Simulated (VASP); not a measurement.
# CdAg: density of states with LDA

The system is CdAg.

```
Cd Ag
1.0
     3.33000    0.00000    0.00000
     0.00000    3.33000    0.00000
     0.00000    0.00000    3.33000
Cd Ag
1 1
Direct
  0.50000 0.50000 0.50000
  0.00000 0.00000 0.00000
```

| Item | Value |
| --- | --- |
| Program | VASP 6.6.1 |
| Task | density of states |
| Functional | LDA |
| Potentials or basis | VASP PAW LDA potentials, release 64 (Cd, Ag) |
| Cutoff | 520 eV |
| k mesh | 4 × 4 × 4, shifted |
| Occupations | fermi-dirac, width 0.01 eV |
| Spin | no spin polarisation |
| Dipole correction | no |
| k mesh for the DOS | 6 × 6 × 6 |
| Occupations for the DOS | tetrahedron |
| Further INCAR settings | ALGO = Normal; EDIFF = 1e-07 |

| Property | Result |
| --- | --- |
| Valence electrons inside the program's atomic spheres | Cd 10.33; Ag 9.88 |

Levels at points of the mesh, in eV from the Fermi level:
| k point | band 7 | band 8 | band 9 | band 10 | band 11 | band 12 | band 13 | band 14 | band 15 |
| --- | --- | --- | --- | --- | --- | --- | --- | --- | --- |
| (0.00, 0.00, 0.00) | -5.11 | -5.11 | -4.22 | -4.22 | -4.22 | 5.04 | 5.04 | 5.04 | 9.54 |
| (0.50, 0.00, 0.00) | -5.35 | -4.90 | -4.90 | -4.67 | -4.40 | -2.80 | 10.34 | 10.34 | 10.74 |
| (0.50, 0.50, 0.00) | -4.83 | -4.32 | -4.32 | -3.97 | -1.39 | -1.39 | 1.43 | 1.90 | 11.22 |
| (0.50, 0.50, 0.50) | -5.71 | -5.71 | -3.95 | -3.95 | 2.32 | 4.23 | 4.23 | 4.23 | 4.38 |

Wall time 6.7 s on 1 thread of AMD EPYC 9R45 96-Core Processor (Zen 5), with other jobs on the host, peak memory 0.11 GiB.

Caveat: the k points lie up to 0.47 Å⁻¹ apart.
